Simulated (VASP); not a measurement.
The system is YCuAs.

```
Y Cu As
1.0
     3.97763    0.00000    0.00000
     0.00000    3.97763    0.00000
     0.00000    0.00000    7.00012
Y Cu As
2 2 2
Direct
  0.50000 0.00000 0.20550
  0.00000 0.50000 0.79450
  0.50000 0.00000 0.64850
  0.00000 0.50000 0.35150
  0.00000 0.00000 0.00000
  0.50000 0.50000 0.00000
```

```yaml
Program: VASP 6.6.1
Task: relaxation of cell and atoms
Functional: PBE
Potentials_or_basis: VASP PAW PBE potentials, release 64 (Y_sv, Cu, As)
Cutoff: 600 eV
k_mesh: 4 × 4 × 4
Occupations: gaussian, width 0.1 eV
Spin: no spin polarisation
```

At the start: pressure 34.6 GPa; volume 18.46 Å³/atom.

Problem. Where does the relaxation end?

Solution. Over 30 steps the energy falls by 1029.9 meV/atom and the volume is 21.00 Å³/atom (+13.7 %); space group P4/nmm (No. 129, to 0.1 Å) before and after.

The path:
| step | energy change (eV) | largest force (eV/Å) | pressure (GPa) | volume (Å³) |
| --- | --- | --- | --- | --- |
| 1 | 0.0000 | 8.4992 | 34.56 | 110.75 |
| 2 | -2.9833 | 0.6953 | -10.90 | 187.60 |
| 3 | -4.9393 | 1.1866 | -3.50 | 149.27 |
| 4 | -4.9496 | 1.3607 | -2.74 | 147.53 |
| 5 | -4.9502 | 1.4651 | -2.32 | 146.53 |
| 6 | -5.2196 | 1.1754 | -1.68 | 141.11 |
| 7 | -5.6395 | 0.7293 | 1.74 | 127.63 |
| 8 | -3.2532 | 4.6447 | 24.56 | 103.12 |
| 9 | -5.6443 | 0.6915 | 2.60 | 126.12 |
| 10 | -5.6513 | 0.3980 | 3.59 | 123.76 |
| 11 | -5.7537 | 0.3246 | 0.71 | 126.20 |
| 12 | -5.7537 | 0.3942 | 0.40 | 126.52 |
| 13 | -5.7540 | 0.3662 | 0.55 | 126.39 |
| 14 | -5.7818 | 0.1759 | -0.04 | 127.37 |
| 15 | -5.7877 | 0.1520 | -0.41 | 128.08 |
| 16 | -5.7919 | 0.1873 | 0.10 | 127.22 |
| 17 | -5.7920 | 0.2556 | 1.05 | 125.60 |
| 18 | -5.7932 | 0.2212 | 0.51 | 126.40 |
| 19 | -5.7963 | 0.2312 | 0.60 | 126.39 |
| 20 | -5.8062 | 0.2576 | 0.58 | 126.36 |
| 21 | -5.8305 | 0.3139 | 0.58 | 126.27 |
| 22 | -5.8935 | 0.3663 | 0.63 | 126.04 |
| 23 | -6.0387 | 0.2851 | 0.80 | 125.38 |
| 24 | -6.1335 | 0.3749 | 1.85 | 123.30 |
| 25 | -6.1601 | 0.0988 | 1.22 | 124.33 |
| 26 | -6.1666 | 0.1859 | 1.47 | 124.00 |
| 27 | -6.1757 | 0.1210 | 0.36 | 125.50 |
| 28 | -6.1757 | 0.1213 | 0.38 | 125.49 |
| 29 | -6.1773 | 0.0882 | 0.29 | 125.62 |
| 30 | -6.1791 | 0.0172 | 0.04 | 125.97 |

Final structure:
```
CELL_PARAMETERS angstrom
3.74927 0.00000 0.00000
0.00000 3.74927 0.00000
0.00000 0.00000 8.96151
ATOMIC_POSITIONS crystal
Y 0.50000 0.00000 0.25646
Y 0.00000 0.50000 0.74354
Cu 0.50000 0.00000 0.57271
Cu 0.00000 0.50000 0.42729
As 0.00000 0.00000 0.00000
As 0.50000 0.50000 0.00000
```

Caveat: the k points lie up to 0.42 Å⁻¹ apart in the final cell, too coarse for converged energies and pressures of a metal; a cell axis changed by over 15 % at a fixed basis, so the end point is rough.
